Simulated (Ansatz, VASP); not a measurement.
**Mo: VASP beside Ansatz**

Contents of INCAR:

```
  PREC = Accurate
  ENCUT = 520
  EDIFF = 1E-7
  ISMEAR = 0
  SIGMA = 0.15
  LREAL = False
  LASPH = True
  NELM = 80
  ALGO = Fast
  ISIF = 2
  LWAVE = False
  LCHARG = False
  GGA = PS
  NBANDS = 13
```

KPOINTS

```
Automatic mesh
0
Gamma
  22 22 22
```

File POSCAR:

```
Mo
1.0
   -1.6338400000      1.6338400000      1.5081600000
    1.6338400000     -1.6338400000      1.5081600000
    1.6338400000      1.6338400000     -1.5081600000
Mo
1
Direct
    0.0000000000      0.0000000000      0.0000000000
```

Input for Ansatz:

```yaml
crystal:
  lattice:
    - [-1.63384, 1.63384, 1.50816]
    - [1.63384, -1.63384, 1.50816]
    - [1.63384, 1.63384, -1.50816]
  atoms:
    - { symbol: Mo, position: [0.0, 0.0, 0.0] }
basis:
  ecutwfc: 420
kpoints:
  mp_grid: { grid: [22, 22, 22] }
hamiltonian:
  xc: pbesol
scf:
  occupations: { method: gaussian, width: 0.15 }
output:
  forces: true
  stress: true
  eigenvalues: true
```

Change from the starting cell: strain +0.040 along x and y, -0.040 along z, atoms carried along.

Alike in both runs: task single point; functional PBEsol; k mesh 22 × 22 × 22; occupations gaussian, width 0.15 eV; no spin polarisation.

```csv
,VASP,Ansatz
version,VASP 6.6.1,Ansatz 0.2.0
potentials or method,"VASP PAW PBE potentials, release 64 (Mo_sv), cutoff 520 eV","scalar-relativistic, plane waves, PAW"
valence electrons in the cell,14,14
```

```tsv
	VASP	Ansatz	Ansatz less VASP
gap on the k mesh at the Fermi level (eV)	none	none	-
pressure (GPa)	-11.2	-11.7	-0.45
traceless stress, the component that is largest in VASP (GPa)	15.00	15.00	+0.003
```

VASP's potentials were made for PBE, not for PBEsol. A gap of «none» marks a metal or a gap that the smearing closes.
